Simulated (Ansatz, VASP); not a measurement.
**Two plane-wave programs on TiN**

File INCAR:

```
SYSTEM = TiN
ALGO = Normal ; EDIFF = 1E-6
ENCUT = 520 ; ISIF = 2
ISMEAR = -1 ; LASPH = .True.
LCHARG = .False. ; LREAL = .False.
LWAVE = .False. ; NBANDS = 16
NELM = 80 ; PREC = Accurate
SIGMA = 0.1
```

The input KPOINTS:

```
k-points
0
Gamma
  11 11 11
  0 0 0
```

The input POSCAR:

```
TiN
1.0
    0.0000000000      2.0458720060      2.0458720060
    2.0458720060      0.0000000000      2.0458720060
    2.0458720060      2.0458720060      0.0000000000
Ti N
1 1
Direct
    0.0000000000      0.0000000000      0.0000000000
    0.5000000000      0.5000000000      0.5000000000
```

Input for Ansatz:

```yaml
crystal:
  lattice:
    - [0.0, 2.0458720059793296, 2.0458720059793296]
    - [2.0458720059793296, 0.0, 2.0458720059793296]
    - [2.0458720059793296, 2.0458720059793296, 0.0]
  atoms:
    - { symbol: Ti, position: [0.0, 0.0, 0.0] }
    - { symbol: "N", position: [0.5, 0.5, 0.5] }
basis:
  ecutwfc: 500.0
kpoints:
  mp_grid:
    grid: [11, 11, 11]
hamiltonian:
  xc: lda
scf:
  occupations:
    method: fermi_dirac
    width: 0.1
output:
  stress: true
```

Alike in both runs: task single point; functional LDA; k mesh 11 × 11 × 11; occupations fermi-dirac, width 0.1 eV; no spin polarisation.

|  | VASP | Ansatz |
| --- | --- | --- |
| version | VASP 6.6.1 | Ansatz 0.2.0 |
| potentials or method | VASP PAW LDA potentials, release 64 (Ti_sv, N), cutoff 520 eV | plane waves, PAW |
| valence electrons in the cell | 17 | 17 |

```tsv
	VASP	Ansatz	Ansatz less VASP
pressure (GPa)	22.4	21.2	-1.19
```

LDA's correlation is that of Perdew and Zunger in VASP and of Perdew and Wang (1992) in Ansatz.
